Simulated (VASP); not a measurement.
HfB2, 3 atoms in the cell. Symmetry: P6/mmm, No. 191, hexagonal system. The conventional cell has a = 3.104 Å, b = 3.104 Å, c = 3.420 Å, α = 90.00°, β = 90.00°, γ = 120.00°. Within 3.5 Å of Hf (site symmetry 6/mmm) lie 12 B at 2.48 Å and 8 Hf at 3.10 to 3.42 Å. B (site symmetry -6m2) has 3 B at 1.79 Å and 6 Hf at 2.48 Å within 2.5 Å. 

| Property | Result |
| --- | --- |
| Program | VASP 6.6.1 |
| Task | relaxation of cell and atoms |
| Functional | LDA |
| Potentials or basis | VASP PAW LDA potentials, release 64 (Hf_pv, B) |
| Cutoff | 500 eV |
| k mesh | 15 × 15 × 10 |
| Occupations | fermi-dirac, width 0.15 eV |
| Spin | no spin polarisation |
| Dipole correction | no |
| Further INCAR settings | ALGO = Normal; EDIFF = 1e-07; IBRION = 2; EDIFFG = -0.001; NSW = 80; ISIF = 3 |

Potentials or basis: VASP PAW LDA potentials, release 64 (Hf_pv, B).

Launch:

```bash
$ cat potpaw_LDA.64/Hf_pv/POTCAR potpaw_LDA.64/B/POTCAR > POTCAR
$ mpirun -np 1 vasp_std > vasp.out
```

Hardware: 1 thread of Intel Xeon 8259CL, on a shared host.

Estimate the wall time of this run.

It took 3.3 min on 1 thread of Intel Xeon 8259CL, with other jobs on the host, peak memory 0.19 GiB. Counts: scf iterations 39, k points 162, ion steps 5.
